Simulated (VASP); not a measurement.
## CsAs: single point with PBE

The system is CsAs.

```
Cs As
1.0
     3.81963    0.00000    0.00000
    -1.90981    3.30789    0.00000
     0.00000    0.00000    6.00097
Cs As
1 1
Direct
  0.00000 0.00000 0.54373
  0.66667 0.33333 0.95627
```

- Program: VASP 6.6.1
- Task: single point
- Functional: PBE
- Potentials or basis: VASP PAW PBE potentials, release 64 (Cs_sv, As)
- Cutoff: 520 eV
- k mesh: 6 × 6 × 4
- Occupations: gaussian, width 0.1 eV
- Spin: no spin polarisation
- Dipole correction: no
- Further INCAR settings: ALGO = Normal; EDIFF = 1e-06; NBANDS = 14

```yaml
Pressure: 1.5 GPa
Largest_force: 1.426 eV/Å
Band_gap_on_the_k_mesh: zero (band 7 reaches 3.67 eV, above the bottom of band 8 at 1.48 eV)
```

Forces on the atoms (eV/Å):
```
Cs   0.000  0.000 -1.426
As   0.000  0.000  1.426
```

Stress tensor (GPa, compression positive):
```
0.70 0.00 0.00
0.00 0.70 0.00
0.00 0.00 3.16
```

Levels at points of the mesh, in eV from the Fermi level:
```
           k point  band 4  band 5  band 6  band 7  band 8  band 9  band 10  band 11
(0.00, 0.00, 0.00)   -8.17   -8.17   -0.39    1.63    1.63    1.76     4.79     5.26
(0.50, 0.00, 0.00)   -8.66   -8.45   -2.16   -0.72    0.85    1.92     4.57     5.74
(0.00, 0.00, 0.50)   -8.17   -7.99   -1.59    1.65    1.65    2.57     5.00     5.00
(0.50, 0.00, 0.50)   -8.65   -8.42   -1.87   -0.32    0.66    2.45     3.82     4.96
```

It took 16 s on 1 thread of Intel(R) Xeon(R) Platinum 8259CL CPU @ 2.50GHz (Skylake/Cascade Lake), on a shared host, peak memory 0.19 GiB.

Caveat: spin-orbit coupling is left out, which moves the levels of the heavy elements; forces of over 1 eV/Å act on the atoms, so gaps and moduli don't describe the material at rest.
